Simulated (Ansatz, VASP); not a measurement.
Two plane-wave programs on BaF2

File INCAR:

```
SYSTEM = BaF2
  PREC = Accurate
  ENCUT = 600
  EDIFF = 1E-6
  ISMEAR = 0
  SIGMA = 0.02
  LREAL = .FALSE.
  LASPH = .TRUE.
  NELM = 200
  ALGO = Normal
  ISIF = 2
  LWAVE = .FALSE.
  LCHARG = .TRUE.
  MAGMOM = 0 0 0 0 0 0 0 0 0
  LORBIT = 11
  LSORBIT = .TRUE.
  GGA_COMPAT = .FALSE.
  LORBMOM = .TRUE.
  GGA = PE
  LVHAR = .TRUE.
  NBANDS = 37
```

File KPOINTS:

```
regular mesh
0
G
  6 6 6
  0 0 0
```

The input POSCAR:

```
BaF2
1.0
    0.0000000000      3.1230009549      3.1230009549
    3.1230009549      0.0000000000      3.1230009549
    3.1230009549      3.1230009549      0.0000000000
Ba F
1 2
Direct
    0.0000000000      0.0000000000      0.0000000000
    0.2500000000      0.2500000000      0.2500000000
    0.7500000000      0.7500000000      0.7500000000
```

Input for Ansatz:

```yaml
crystal:
  lattice:
    - [0.0, 3.1230009549, 3.1230009549]
    - [3.1230009549, 0.0, 3.1230009549]
    - [3.1230009549, 3.1230009549, 0.0]
  atoms:
    - { symbol: Ba, position: [0.0, 0.0, 0.0] }
    - { symbol: F, position: [0.25, 0.25, 0.25] }
    - { symbol: F, position: [0.75, 0.75, 0.75] }
basis:
  ecutwfc: 420
kpoints:
  mp_grid: { grid: [6, 6, 6] }
hamiltonian:
  xc: pbe
  pseudopotentials: { kind: paw_fr }
scf:
  occupations: { method: gaussian, width: 0.02 }
output:
  forces: true
  eigenvalues: true
  stress: true
magnetization:
  noncollinear: true
  spin_orbit: true
```

Alike in both runs: task single point; functional PBE; k mesh 6 × 6 × 6; occupations gaussian, width 0.02 eV; non-collinear spin, spin-orbit coupling.

```csv
,VASP,Ansatz
version,VASP 6.6.1,Ansatz 0.2.0
potentials or method,"VASP PAW PBE potentials, release 64 (Ba_sv, F), cutoff 600 eV","scalar-relativistic, plane waves, PAW"
valence electrons in the cell,24,24
```

```csv
,VASP,Ansatz,Ansatz less VASP
pressure (GPa),0.9,0.0,-0.89
net moment per atom (μB),0.00,0.00,0.000
```
